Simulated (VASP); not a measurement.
# BN (P6_3/mmc) in VASP: further runs

BN is run at these levels: PBE; tasks: single point.

Program: VASP 6.6.1. These are calculated values, not measurements. Logs are shortened: lines on timing, memory, paths and dates and some standing lists are left out, and cuts for length are marked.

## (1) The cell of the first run

It takes space group P6_3/mmc (No. 194, hexagonal). The conventional cell has a = 2.128 Å, b = 2.128 Å, c = 6.661 Å, α = 90.00°, β = 90.00°, γ = 120.00°. Within 1.6 Å of B (site symmetry -6m2) lie 3 N at 1.23 Å. Within 1.6 Å of N (site symmetry -6m2) lie 3 B at 1.23 Å.

## (2) Single point, PBE (strain -0.1500 x Voigt [1, 1, 0, 0, 0, 0])

Contents of INCAR:

```
PREC = Accurate ; ENCUT = 520
EDIFF = 1E-6 ; ISMEAR = 0
SIGMA = 0.05 ; LREAL = F
LASPH = T ; NELM = 100
ALGO = Normal ; ISIF = 2
LWAVE = F ; LCHARG = F
GGA = PE ; NBANDS = 16
```

Contents of KPOINTS:

```
regular mesh
0
Gamma
  12 12 4
```

Contents of POSCAR:

```
BN
1.0
    2.1283929487      0.0000000000      0.0000000000
   -1.0641964744      1.8432423628      0.0000000000
    0.0000000000      0.0000000000      6.6612000000
B N
2 2
Direct
    0.3333333333      0.6666666667      0.2500000000
    0.6666666667      0.3333333333      0.7500000000
    0.3333333333      0.6666666667      0.7500000000
    0.6666666667      0.3333333333      0.2500000000
```

Potentials or basis: VASP PAW PBE potentials, release 64 (B, N).

Run with:

```
$ cat potpaw_PBE.64/B/POTCAR potpaw_PBE.64/N/POTCAR > POTCAR
$ mpirun -np 1 vasp_std > vasp.out
```

OUTCAR:

```text
PREC = Accurate
   ENCUT = 520
   EDIFF = 1E-6
   ISMEAR = 0
   LREAL = F
   LASPH = T
   NELM = 100
   ISIF = 2
   GGA = PE

 ion  position               nearest neighbor table
   1  0.333  0.667  0.250-   4 1.23   4 1.23   4 1.23
   2  0.667  0.333  0.750-   3 1.23   3 1.23   3 1.23
   3  0.333  0.667  0.750-   2 1.23   2 1.23   2 1.23
   4  0.667  0.333  0.250-   1 1.23   1 1.23   1 1.23

  LATTYP: Found a hexagonal cell.
 ALAT       =     2.1283929487
 C/A-ratio  =     3.1296852417

  Lattice vectors:

 A1 = (   2.1283929487,   0.0000000000,   0.0000000000)
 A2 = (  -1.0641964744,   1.8432423628,   0.0000000000)
 A3 = (   0.0000000000,   0.0000000000,   6.6612000000)

Analysis of symmetry for initial positions (statically):
=====================================================================
 Subroutine PRICEL returns:
 Original cell was already a primitive cell.

 Routine SETGRP: Setting up the symmetry group for a
 hexagonal supercell.

 Subroutine GETGRP returns: Found 24 space group operations
 (whereof 12 operations were pure point group operations)
 out of a pool of 24 trial point group operations.

The static configuration has the point symmetry D_3d.
 The point group associated with its full space group is D_6h.

Analysis of symmetry for dynamics (positions and initial velocities):
=====================================================================
 Subroutine PRICEL returns:
 Original cell was already a primitive cell.

 Routine SETGRP: Setting up the symmetry group for a
 hexagonal supercell.

 Subroutine GETGRP returns: Found 24 space group operations
 (whereof 12 operations were pure point group operations)
 out of a pool of 24 trial point group operations.

The dynamic configuration has the point symmetry D_3d.
 The point group associated with its full space group is D_6h.

 Subroutine INISYM returns: Found 24 space group operations
 (whereof 12 operations are pure point group operations),
 and found     1 'primitive' translations

----------------------------------------------------------------------------------------

                                     Primitive cell

  volume of cell :      26.1328

  direct lattice vectors                    reciprocal lattice vectors
     2.128392949  0.000000000  0.000000000     0.469838053  0.271261127  0.000000000
    -1.064196474  1.843242363  0.000000000     0.000000000  0.542522253  0.000000000
     0.000000000  0.000000000  6.661200000     0.000000000  0.000000000  0.150123101

  length of vectors
     2.128392949  2.128392949  6.661200000     0.542522253  0.542522253  0.150123101

  position of ions in fractional coordinates (direct lattice)
     0.333333333  0.666666667  0.250000000
     0.666666667  0.333333333  0.750000000
     0.333333333  0.666666667  0.750000000
     0.666666667  0.333333333  0.250000000

  ion indices of the primitive-cell ions
   primitive index   ion index
                 1           1
                 2           2
                 3           3
                 4           4

----------------------------------------------------------------------------------------

 KPOINTS: regular mesh

Automatic generation of k-mesh.
 Grid dimensions read from file:
 generate k-points for:   12   12    4

 Generating k-lattice:

  Cartesian coordinates                     Fractional coordinates (reciprocal lattice)
     0.039153171  0.022605094  0.000000000     0.083333333  0.000000000  0.000000000
     0.000000000  0.045210188  0.000000000     0.000000000  0.083333333  0.000000000
     0.000000000  0.000000000  0.037530775     0.000000000  0.000000000  0.250000000

  Length of vectors
     0.045210188  0.045210188  0.037530775

  Shift w.r.t. Gamma in fractional coordinates (k-lattice)
     0.000000000  0.000000000  0.000000000

 Subroutine IBZKPT returns following result:
 ===========================================

 Found     57 irreducible k-points:

 Following reciprocal coordinates:
            Coordinates               Weight
  0.000000  0.000000  0.000000      1.000000
  0.083333  0.000000  0.000000      6.000000
  0.166667  0.000000  0.000000      6.000000
  0.250000  0.000000  0.000000      6.000000
  0.333333  0.000000  0.000000      6.000000
  0.416667  0.000000  0.000000      6.000000
[... 16 lines left out ...]
  0.250000  0.000000  0.250000     12.000000
  0.333333  0.000000  0.250000     12.000000
 [... further k-points ...]
   k-points           NKPTS =     57   k-points in BZ     NKDIM =     57   number of bands    NBANDS=     16
   number of dos      NEDOS =    301   number of ions     NIONS =      4
   total plane-waves  NPLWV =  12800
   dimension x,y,z NGX =    16 NGY =   16 NGZ =   50
   dimension x,y,z NGXF=    32 NGYF=   32 NGZF=  100
   ions per type =               2   2
   NGX,Y,Z   is equivalent  to a cutoff of  12.50, 12.50, 12.48 a.u.
   NGXF,Y,Z  is equivalent  to a cutoff of  24.99, 24.99, 24.96 a.u.
 SYSTEM =  unknown system
   PREC   = accura    normal or accurate (medium, high low for compatibility)
   ISTART =      0    job   : 0-new  1-cont  2-samecut
   ICHARG =      2    charge: 1-file 2-atom 10-const
   ISPIN  =      1    spin polarized calculation?
   LNONCOLLINEAR =      F non collinear calculations
   LSORBIT =      F    spin-orbit coupling
   LASPH  =      T    aspherical Exc in radial PAW
   ENCUT  =  520.0 eV  38.22 Ry    6.18 a.u.   3.96  3.96 12.39*2*pi/ulx,y,z
   NELM   =    100;   NELMIN=  2; NELMDL= -5     # of ELM steps
   EDIFF  = 0.1E-05   stopping-criterion for ELM
   LREAL  =      F    real-space projection
   EDIFFG = 0.1E-04   stopping-criterion for IOM
   NSW    =      0    number of steps for IOM
   IBRION =     -1    ionic relax: 0-MD 1-quasi-New 2-CG
   NFREE  =      0    steps in history (QN), initial steepest desc. (CG)
   ISIF   =      2    stress and relaxation
   ISYM   =      2    0-nonsym 1-usesym 2-fastsym
   POTIM  = 0.5000    time-step for ionic-motion
   TEBEG  =    0.0;   TEEND  =   0.0 temperature during run
   PSTRESS=    0.0 pullay stress
   NELECT =      16.0000    total number of electrons
   NUPDOWN=      -1.0000    fix difference up-down
   EMIN   =  10.00;   EMAX   =-10.00  energy-range for DOS
   EFERMI =   0.00;   METHOD = LEGACY
   ISMEAR =     0;   SIGMA  =   0.05  broadening in eV -4-tet -1-fermi 0-gaus
   EFERMI_NEDOS =   21; number of points for ismear=-14 and -15
   IALGO  =     38    algorithm
   IMIX   =      4    mixing-type and parameters
     AMIX     =   0.40;   BMIX     =  1.00
     AMIX_MAG =   1.60;   BMIX_MAG =  1.00
  volume/ion in A,a.u.               =       6.53        44.09
  Fermi-wavevector in a.u.,A,eV,Ry     =   1.390121  2.626948 26.292391  1.932436
  Thomas-Fermi vector in A             =   2.514086
   LORBIT       =      0    0 simple, 1 ext, 2 COOP (PROOUT), +10 PAW based schemes
   GGA     = PE    functional components
   LHFCALC =     F    Hartree Fock is set to
   AEXX    =    0.0000 exact exchange contribution
   IVDW    =     0    specifies the selected vdW correction
   LEPSILON=     F    determine dielectric tensor
   LRPA    =     F    only Hartree local field effects (RPA)
 non-spin polarized calculation
 Gauss-broadening in eV      SIGMA  =   0.05
  energy-cutoff  :      520.00
  volume of cell :       26.13
 maximum number of plane-waves:       715
 NGX is ok and might be reduce to    16
   NGX =  7   NGY =  7   NGZ = 25

 number of electron      15.9999994 magnetization

 Free energy of the ion-electron system (eV)
  ---------------------------------------------------
  ext. energy  EPLUGINS =         0.00000000
  ---------------------------------------------------
  free energy    TOTEN  =       -26.58518508 eV

  energy without entropy =      -26.58518508  energy(sigma->0) =      -26.58518508

 E-fermi :   4.9956     XC(G=0): -11.0427

 val. band max:        4.7095747187   @ k =   0.3333   0.3333   0.5000
 cond. band min:       9.0714667933   @ k =   0.0000   0.0000   0.0000
 fundamental gap:      4.3618920746
 Fermi energy:         4.9955576885

 k-point     1 :       0.0000    0.0000    0.0000
  band No.  band energies     occupation
      1     -16.2917      2.00000
      2     -16.0495      2.00000
      3      -4.4803      2.00000
      4      -2.7768      2.00000
      5       4.3048      2.00000
      6       4.3048      2.00000
[... 8 lines left out ...]
     15      21.8415      0.00000
     16      24.2360      0.00000

 k-point     2 :       0.0833    0.0000    0.0000
  band No.  band energies     occupation
      1     -16.1075      2.00000
      2     -15.8699      2.00000
      3      -4.2080      2.00000
      4      -2.5174      2.00000
      5       3.5825      2.00000
      6       3.5907      2.00000
[... 8 lines left out ...]
     15      22.2144      0.00000
     16      23.4207      0.00000

 k-point     3 :       0.1667    0.0000    0.0000
  band No.  band energies     occupation
      1     -15.5608      2.00000
      2     -15.3370      2.00000
      3      -3.3983      2.00000
      4      -1.7493      2.00000
      5       1.7211      2.00000
      6       1.7333      2.00000
[... 8 lines left out ...]
     15      23.7970      0.00000
     16      24.3667      0.00000

 k-point     4 :       0.2500    0.0000    0.0000
  band No.  band energies     occupation
      1     -14.6755      2.00000
      2     -14.4748      2.00000
      3      -2.0788      2.00000
      4      -0.6945      2.00000
      5      -0.6650      2.00000
      6      -0.5096      2.00000
[... 8 lines left out ...]
     15      24.4011      0.00000
     16      27.9629      0.00000
[... 324 lines left out ...]
 k-point    22 :       0.1667    0.0000    0.2500
  band No.  band energies     occupation
      1     -15.5293      2.00000
      2     -15.3712      2.00000
      3      -3.1883      2.00000
      4      -2.0314      2.00000
      5       1.7248      2.00000
      6       1.7340      2.00000
[... 8 lines left out ...]
     15      24.3764      0.00000
     16      24.4241      0.00000

 k-point    23 :       0.2500    0.0000    0.2500
  band No.  band energies     occupation
      1     -14.6473      2.00000
      2     -14.5052      2.00000
      3      -1.8818      2.00000
      4      -0.8235      2.00000
      5      -0.6818      2.00000
      6      -0.6225      2.00000
[... 8 lines left out ...]
     15      26.3244      0.00000
     16      27.9734      0.00000

 k-point    24 :       0.3333    0.0000    0.2500
  band No.  band energies     occupation
      1     -13.4913      2.00000
      2     -13.3730      2.00000
      3      -3.1616      2.00000
      4      -3.1274      2.00000
      5      -0.1357      2.00000
      6       0.7083      2.00000
[... 8 lines left out ...]
     15      26.5510      0.00000
     16      27.6521      0.00000

 [... further k-points ...]

------------------------ aborting loop because EDIFF is reached ----------------------------------------

  FORCE on cell =-STRESS in cart. coord.  units (eV):
  Direction    XX          YY          ZZ          XY          YZ          ZX
  --------------------------------------------------------------------------------------
  -------------------------------------------------------------------------------------
  Total       57.9311245     57.9311245      0.4716769     -0.0000000      0.0000000     -0.0000000
  in kB     3551.6962190   3551.6962190     28.9180115     -0.0000001      0.0000000     -0.0000000
  external PRESSURE =    2377.4368165 kB  Pullay stress =       0.0000000 kB

 VOLUME and BASIS-vectors are now :
 -----------------------------------------------------------------------------
  energy-cutoff  :      520.00
  volume of cell :       26.13
      direct lattice vectors                 reciprocal lattice vectors
     2.128392949  0.000000000  0.000000000     0.469838053  0.271261127  0.000000000
    -1.064196474  1.843242363  0.000000000     0.000000000  0.542522253  0.000000000
     0.000000000  0.000000000  6.661200000     0.000000000  0.000000000  0.150123101

 POSITION                                       TOTAL-FORCE (eV/Angst)
 -----------------------------------------------------------------------------------
     -0.00000      1.22883      1.66530        -0.000000     -0.000000      0.000000
      1.06420      0.61441      4.99590        -0.000000      0.000000      0.000000
     -0.00000      1.22883      4.99590         0.000000     -0.000000      0.000000
      1.06420      0.61441      1.66530        -0.000000     -0.000000      0.000000
 -----------------------------------------------------------------------------------
    total drift:                               -0.000000      0.000000     -0.000000

  FREE ENERGIE OF THE ION-ELECTRON SYSTEM (eV)
  ---------------------------------------------------
  free  energy   TOTEN  =       -26.5851850828 eV

  energy  without entropy=      -26.5851850828  energy(sigma->0) =      -26.58518508
```

Run time: 23 s. Hardware: 1 thread of Intel Xeon 8259CL, shared host; peak memory 0.14 GiB.

Results:

```yaml
Free_energy: -26.5852 eV
Pressure: 237.7 GPa
Band_gap_on_the_k_mesh: 4.36 eV, indirect (least direct gap 4.75 eV)
```

Levels at points of the mesh, in eV from the valence-band top:
```csv
k point,band 6,band 7,band 8,band 9,band 10,band 11
"(0.00, 0.00, 0.00)",-0.40,-0.39,-0.39,4.36,10.39,16.16
"(0.50, 0.00, 0.00)",-4.83,-1.94,-1.14,4.92,6.39,13.38
"(0.00, 0.00, 0.50)",-0.40,-0.40,-0.40,6.86,6.86,16.19
"(0.50, 0.00, 0.50)",-4.84,-1.53,-1.53,5.48,5.48,14.85
```

Caveat: the cell differs from its parent crystal (strain -0.1500 x Voigt [1, 1, 0, 0, 0, 0]). A k mesh can miss the band edges.

## (3) Single point, PBE (strain -0.1125 x Voigt [1, 1, 0, 0, 0, 0])

Contents of INCAR:

```
SYSTEM = BN
PREC = Accurate
ENCUT = 520
EDIFF = 1E-6
ISMEAR = 0
SIGMA = 0.05
LREAL = .False.
LASPH = .True.
NELM = 80
ALGO = Normal
ISIF = 2
LWAVE = .False.
LCHARG = .False.
GGA = PE
NBANDS = 16
```

Contents of KPOINTS:

```
regular mesh
0
Gamma
  12 12 4
  0 0 0
```

Changes to POSCAR since step 2:

```diff
@@ -2,4 +2,4 @@
 1.0
-    2.1283929487      0.0000000000      0.0000000000
-   -1.0641964744      1.8432423628      0.0000000000
+    2.2222926376      0.0000000000      0.0000000000
+   -1.1111463188      1.9245618788      0.0000000000
     0.0000000000      0.0000000000      6.6612000000
```

Potentials or basis: VASP PAW PBE potentials, release 64 (B, N).

Run with:

```
$ cat potpaw_PBE.64/B/POTCAR potpaw_PBE.64/N/POTCAR > POTCAR
$ mpirun -np 1 vasp_std > vasp.out
```

Wall time 38 s (1 thread of Intel Xeon 8259CL, shared host); peak memory 0.15 GiB.

Results (log left out):

```
Free energy            : -30.7603 eV
Pressure               : 147.3 GPa
Band gap on the k mesh : 4.73 eV, indirect (least direct gap 5.44 eV)
```

Stress tensor (GPa, compression positive):
```
219.45   0.00   0.00
  0.00 219.45   0.00
  0.00   0.00   3.02
```

Levels at points of the mesh, in eV from the valence-band top:
```csv
k point,band 5,band 6,band 7,band 8,band 9,band 10,band 11,band 12
"(0.00, 0.00, 0.00)",-0.73,-0.73,-0.71,-0.71,4.73,10.64,14.83,14.83
"(0.50, 0.00, 0.00)",-4.67,-4.63,-1.77,-0.92,4.79,6.25,12.52,13.94
"(0.00, 0.00, 0.50)",-0.72,-0.72,-0.72,-0.72,7.24,7.24,14.87,14.87
"(0.50, 0.00, 0.50)",-4.65,-4.65,-1.34,-1.34,5.33,5.33,13.70,13.70
```

Caveat: the cell differs from its parent crystal (strain -0.1125 x Voigt [1, 1, 0, 0, 0, 0]). A k mesh can miss the band edges.
